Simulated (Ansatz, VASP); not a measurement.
## One calculation of Hf7S, two programs

```
CELL_PARAMETERS angstrom
5.54359 0.00000 0.00000
0.00000 5.54359 0.00000
0.00000 0.00000 5.54359
ATOMIC_POSITIONS crystal
Hf 0.75452 0.50000 0.00000
Hf 0.24548 0.50000 0.00000
Hf 0.00000 0.75452 0.50000
Hf 0.00000 0.24548 0.50000
Hf 0.50000 0.00000 0.75452
Hf 0.50000 0.00000 0.24548
Hf 0.00000 0.00000 0.00000
S 0.50000 0.50000 0.50000
```

Alike in both runs: task relaxation of cell and atoms; functional PBE; k mesh 6 × 6 × 6; occupations gaussian, width 0.1 eV; no spin polarisation.

|  | VASP | Ansatz |
| --- | --- | --- |
| version | VASP 6.6.1 | Ansatz 0.2.0 |
| potentials or method | VASP PAW PBE potentials, release 64 (Hf_pv, S), cutoff 600 eV | scalar-relativistic, plane waves, PAW |
| valence electrons in the cell | 76 | 188 |

```csv
,VASP,Ansatz,Ansatz less VASP
"gap on the k mesh at the Fermi level, each at its own relaxed structure (eV)",none,none,-
relaxed volume (Å³/atom),21.24,21.34,+0.098
relaxed length of the cell vector where the two differ most in proportion (Å),5.539,5.547,+0.0085
```

A gap of «none» marks a metal or a gap that the smearing closes. VASP's potentials hold 76 valence electrons a cell and Ansatz's 188, so a difference there can come from the potentials and not from the codes.

Spin-orbit coupling is off throughout.
